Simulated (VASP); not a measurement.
# AlNi (Pm-3m) in VASP: a series of runs

The runs below take AlNi through single point, with LDA.

All numbers are computed with VASP 6.6.1; they aren't measurements. Logs are shortened: lines on timing, memory, paths and dates and some standing lists are left out, and cuts for length are marked.

### Step 1. The cell of the first run

The structure is cubic, space group Pm-3m (No. 221). Conventional cell: a = 2.832 Å, b = 2.832 Å, c = 2.832 Å, α = 90.00°, β = 90.00°, γ = 90.00°. Al (site symmetry m-3m) has 8 Ni at 2.45 Å and 6 Al at 2.83 Å within 3.2 Å. Ni (site symmetry m-3m) has 8 Al at 2.45 Å and 6 Ni at 2.83 Å within 3.2 Å.

### Step 2. Single point, LDA

The input, INCAR:

```
PREC = Accurate
ENCUT = 600
EDIFF = 1E-6
ISMEAR = 0
SIGMA = 0.1
LREAL = F
LASPH = T
NELM = 120
ALGO = Normal
ISIF = 2
LWAVE = F
LCHARG = F
NBANDS = 14
GGA_COMPAT = F
```

The input, KPOINTS:

```
Automatic mesh
0
Gamma
  14 14 14
```

The input, POSCAR:

```
AlNi
1.0
    2.8323609433      0.0000000000      0.0000000000
    0.0000000000      2.8323609433      0.0000000000
    0.0000000000      0.0000000000      2.8323609433
Al Ni
1 1
Direct
    0.5000000000      0.5000000000      0.5000000000
    0.0000000000      0.0000000000      0.0000000000
```

Potentials or basis: VASP PAW LDA potentials, release 64 (Al, Ni).

Launch:

```console
cat potpaw_LDA.64/Al/POTCAR potpaw_LDA.64/Ni/POTCAR > POTCAR
mpirun -np 1 vasp_std > vasp.out
```

OUTCAR:

```text
PREC = Accurate
   ENCUT = 600
   EDIFF = 1E-6
   ISMEAR = 0
   LREAL = F
   LASPH = T
   NELM = 120
   ISIF = 2

 ion  position               nearest neighbor table
   1  0.500  0.500  0.500-   2 2.45   2 2.45   2 2.45   2 2.45   2 2.45   2 2.45   2 2.45   2 2.45

   2  0.000  0.000  0.000-   1 2.45   1 2.45   1 2.45   1 2.45   1 2.45   1 2.45   1 2.45   1 2.45

  LATTYP: Found a simple cubic cell.
 ALAT       =     2.8323609433

  Lattice vectors:

 A1 = (   2.8323609433,   0.0000000000,   0.0000000000)
 A2 = (   0.0000000000,   2.8323609433,   0.0000000000)
 A3 = (   0.0000000000,   0.0000000000,   2.8323609433)

Analysis of symmetry for initial positions (statically):
=====================================================================
 Subroutine PRICEL returns:
 Original cell was already a primitive cell.

 Routine SETGRP: Setting up the symmetry group for a
 simple cubic supercell.

 Subroutine GETGRP returns: Found 48 space group operations
 (whereof 48 operations were pure point group operations)
 out of a pool of 48 trial point group operations.

The static configuration has the point symmetry O_h .

Analysis of symmetry for dynamics (positions and initial velocities):
=====================================================================
 Subroutine PRICEL returns:
 Original cell was already a primitive cell.

 Routine SETGRP: Setting up the symmetry group for a
 simple cubic supercell.

 Subroutine GETGRP returns: Found 48 space group operations
 (whereof 48 operations were pure point group operations)
 out of a pool of 48 trial point group operations.

The dynamic configuration has the point symmetry O_h .

 Subroutine INISYM returns: Found 48 space group operations
 (whereof 48 operations are pure point group operations),
 and found     1 'primitive' translations

----------------------------------------------------------------------------------------

                                     Primitive cell

  volume of cell :      22.7220

  direct lattice vectors                    reciprocal lattice vectors
     2.832360943  0.000000000  0.000000000     0.353062346  0.000000000  0.000000000
     0.000000000  2.832360943  0.000000000     0.000000000  0.353062346  0.000000000
     0.000000000  0.000000000  2.832360943     0.000000000  0.000000000  0.353062346

  length of vectors
     2.832360943  2.832360943  2.832360943     0.353062346  0.353062346  0.353062346

  position of ions in fractional coordinates (direct lattice)
     0.500000000  0.500000000  0.500000000
     0.000000000  0.000000000  0.000000000

  ion indices of the primitive-cell ions
   primitive index   ion index
                 1           1
                 2           2

----------------------------------------------------------------------------------------

 KPOINTS: Automatic mesh

Automatic generation of k-mesh.
 Grid dimensions read from file:
 generate k-points for:   14   14   14

 Generating k-lattice:

  Cartesian coordinates                     Fractional coordinates (reciprocal lattice)
     0.025218739  0.000000000  0.000000000     0.071428571  0.000000000  0.000000000
     0.000000000  0.025218739  0.000000000     0.000000000  0.071428571  0.000000000
     0.000000000  0.000000000  0.025218739     0.000000000  0.000000000  0.071428571

  Length of vectors
     0.025218739  0.025218739  0.025218739

  Shift w.r.t. Gamma in fractional coordinates (k-lattice)
     0.000000000  0.000000000  0.000000000

 Subroutine IBZKPT returns following result:
 ===========================================

 Found    120 irreducible k-points:

 Following reciprocal coordinates:
            Coordinates               Weight
  0.000000  0.000000  0.000000      1.000000
  0.071429  0.000000  0.000000      6.000000
  0.142857  0.000000  0.000000      6.000000
  0.214286  0.000000  0.000000      6.000000
  0.285714  0.000000  0.000000      6.000000
  0.357143  0.000000  0.000000      6.000000
[... 16 lines left out ...]
  0.285714  0.214286  0.000000     24.000000
  0.357143  0.214286  0.000000     24.000000
 [... further k-points ...]
   k-points           NKPTS =    120   k-points in BZ     NKDIM =    120   number of bands    NBANDS=     14
   number of dos      NEDOS =    301   number of ions     NIONS =      2
   total plane-waves  NPLWV =  13824
   dimension x,y,z NGX =    24 NGY =   24 NGZ =   24
   dimension x,y,z NGXF=    48 NGYF=   48 NGZF=   48
   ions per type =               1   1
   NGX,Y,Z   is equivalent  to a cutoff of  14.09, 14.09, 14.09 a.u.
   NGXF,Y,Z  is equivalent  to a cutoff of  28.17, 28.17, 28.17 a.u.
 SYSTEM =  unknown system
   PREC   = accura    normal or accurate (medium, high low for compatibility)
   ISTART =      0    job   : 0-new  1-cont  2-samecut
   ICHARG =      2    charge: 1-file 2-atom 10-const
   ISPIN  =      1    spin polarized calculation?
   LNONCOLLINEAR =      F non collinear calculations
   LSORBIT =      F    spin-orbit coupling
   LASPH  =      T    aspherical Exc in radial PAW
   ENCUT  =  600.0 eV  44.10 Ry    6.64 a.u.   5.66  5.66  5.66*2*pi/ulx,y,z
   NELM   =    120;   NELMIN=  2; NELMDL= -5     # of ELM steps
   EDIFF  = 0.1E-05   stopping-criterion for ELM
   LREAL  =      F    real-space projection
   EDIFFG = 0.1E-04   stopping-criterion for IOM
   NSW    =      0    number of steps for IOM
   IBRION =     -1    ionic relax: 0-MD 1-quasi-New 2-CG
   NFREE  =      0    steps in history (QN), initial steepest desc. (CG)
   ISIF   =      2    stress and relaxation
   ISYM   =      2    0-nonsym 1-usesym 2-fastsym
   POTIM  = 0.5000    time-step for ionic-motion
   TEBEG  =    0.0;   TEEND  =   0.0 temperature during run
   PSTRESS=    0.0 pullay stress
   NELECT =      13.0000    total number of electrons
   NUPDOWN=      -1.0000    fix difference up-down
   EMIN   =  10.00;   EMAX   =-10.00  energy-range for DOS
   EFERMI =   0.00;   METHOD = LEGACY
   ISMEAR =     0;   SIGMA  =   0.10  broadening in eV -4-tet -1-fermi 0-gaus
   EFERMI_NEDOS =   21; number of points for ismear=-14 and -15
   IALGO  =     38    algorithm
   IMIX   =      4    mixing-type and parameters
     AMIX     =   0.40;   BMIX     =  1.00
     AMIX_MAG =   1.60;   BMIX_MAG =  1.00
  volume/ion in A,a.u.               =      11.36        76.67
  Fermi-wavevector in a.u.,A,eV,Ry     =   1.359066  2.568263 25.130798  1.847062
  Thomas-Fermi vector in A             =   2.485846
   LORBIT       =      0    0 simple, 1 ext, 2 COOP (PROOUT), +10 PAW based schemes
   GGA     = CA    functional components
   LHFCALC =     F    Hartree Fock is set to
   AEXX    =    0.0000 exact exchange contribution
   IVDW    =     0    specifies the selected vdW correction
   LEPSILON=     F    determine dielectric tensor
   LRPA    =     F    only Hartree local field effects (RPA)
 non-spin polarized calculation
 Gauss-broadening in eV      SIGMA  =   0.10
  energy-cutoff  :      600.00
  volume of cell :       22.72
 maximum number of plane-waves:       780
 NGX is ok and might be reduce to    24
   NGX = 11   NGY = 11   NGZ = 11

 number of electron      12.9999994 magnetization

 Free energy of the ion-electron system (eV)
  ---------------------------------------------------
  ext. energy  EPLUGINS =         0.00000000
  ---------------------------------------------------
  free energy    TOTEN  =       -12.19688459 eV

  energy without entropy =      -12.19199715  energy(sigma->0) =      -12.19444087

 E-fermi :  10.4134     XC(G=0): -12.5510

 val. band max:       10.4067736146   @ k =   0.3571   0.2143   0.0714
 cond. band min:      10.4158279668   @ k =   0.3571   0.1429   0.1429
 fundamental gap:      0.0090543521
 Fermi energy:        10.4134078396

 k-point     1 :       0.0000    0.0000    0.0000
  band No.  band energies     occupation
      1      -1.0194      2.00000
      2       6.9420      2.00000
      3       6.9420      2.00000
      4       8.7675      2.00000
      5       8.7675      2.00000
      6       8.7675      2.00000
      7      16.1291      0.00000
      8      16.1291      0.00000
      9      16.1291      0.00000
     10      18.8287      0.00000
     11      18.8287      0.00000
     12      24.9378      0.00000
     13      31.8427      0.00000
     14      31.8427      0.00000

 k-point     2 :       0.0714    0.0000    0.0000
  band No.  band energies     occupation
      1      -0.9220      2.00000
      2       6.9373      2.00000
      3       6.9656      2.00000
      4       8.7238      2.00000
      5       8.7238      2.00000
      6       8.7723      2.00000
      7      15.1354      0.00000
      8      16.2576      0.00000
      9      16.2576      0.00000
     10      18.8301      0.00000
     11      19.7325      0.00000
     12      25.2649      0.00000
     13      30.7865      0.00000
     14      30.7865      0.00000

 k-point     3 :       0.1429    0.0000    0.0000
  band No.  band energies     occupation
      1      -0.6315      2.00000
      2       6.8992      2.00000
      3       7.0323      2.00000
      4       8.6057      2.00000
      5       8.6057      2.00000
      6       8.7857      2.00000
      7      13.5030      0.00000
      8      16.6307      0.00000
      9      16.6307      0.00000
     10      18.8343      0.00000
     11      21.0517      0.00000
     12      26.3030      0.00000
     13      29.0336      0.00000
     14      29.0336      0.00000
[... 324 lines left out ...]
 k-point    23 :       0.2857    0.2143    0.0000
  band No.  band energies     occupation
      1       1.3224      2.00000
      2       6.6519      2.00000
      3       7.1916      2.00000
      4       7.9817      2.00000
      5       8.3305      2.00000
      6       8.5396      2.00000
      7      11.1905      0.00000
      8      13.7183      0.00000
      9      19.0033      0.00000
     10      19.5799      0.00000
     11      22.4392      0.00000
     12      26.1697      0.00000
     13      26.7287      0.00000
     14      28.2586      0.00000

 k-point    24 :       0.3571    0.2143    0.0000
  band No.  band energies     occupation
      1       2.1118      2.00000
      2       5.9933      2.00000
      3       7.3684      2.00000
      4       7.9373      2.00000
      5       8.2004      2.00000
      6       8.5612      2.00000
      7      10.3393      1.70536
      8      14.3645      0.00000
      9      18.5066      0.00000
     10      19.8922      0.00000
     11      22.3887      0.00000
     12      24.6868      0.00000
     13      27.0439      0.00000
     14      28.5692      0.00000

 [... further k-points ...]
[... 5 lines left out ...]
  --------------------------------------------------------------------------------------
  -------------------------------------------------------------------------------------
  Total        0.0547496      0.0547496      0.0547496     -0.0000000      0.0000000     -0.0000000
  in kB        3.8605177      3.8605177      3.8605177     -0.0000000      0.0000000     -0.0000000
  external PRESSURE =       3.8605177 kB  Pullay stress =       0.0000000 kB

 VOLUME and BASIS-vectors are now :
 -----------------------------------------------------------------------------
  energy-cutoff  :      600.00
  volume of cell :       22.72
      direct lattice vectors                 reciprocal lattice vectors
     2.832360943  0.000000000  0.000000000     0.353062346  0.000000000  0.000000000
     0.000000000  2.832360943  0.000000000     0.000000000  0.353062346  0.000000000
     0.000000000  0.000000000  2.832360943     0.000000000  0.000000000  0.353062346

 POSITION                                       TOTAL-FORCE (eV/Angst)
 -----------------------------------------------------------------------------------
      1.41618      1.41618      1.41618         0.000000      0.000000      0.000000
      0.00000      0.00000      0.00000         0.000000      0.000000      0.000000
 -----------------------------------------------------------------------------------
    total drift:                               -0.000000      0.000000      0.000000

  FREE ENERGIE OF THE ION-ELECTRON SYSTEM (eV)
  ---------------------------------------------------
  free  energy   TOTEN  =       -12.1968845902 eV

  energy  without entropy=      -12.1919971541  energy(sigma->0) =      -12.19444087
```

It took 36 s on 1 thread of Intel Xeon 8259CL, shared host; peak memory 0.16 GiB.

Results:

```yaml
Free_energy: -12.1969 eV
Pressure: 0.4 GPa
Band_gap_on_the_k_mesh: zero (an odd number of electrons rules out a gap without spin polarisation)
```

[end of part 1 of 2]

The gap in the log of VASP goes by the Fermi energy; the results here count the filled bands.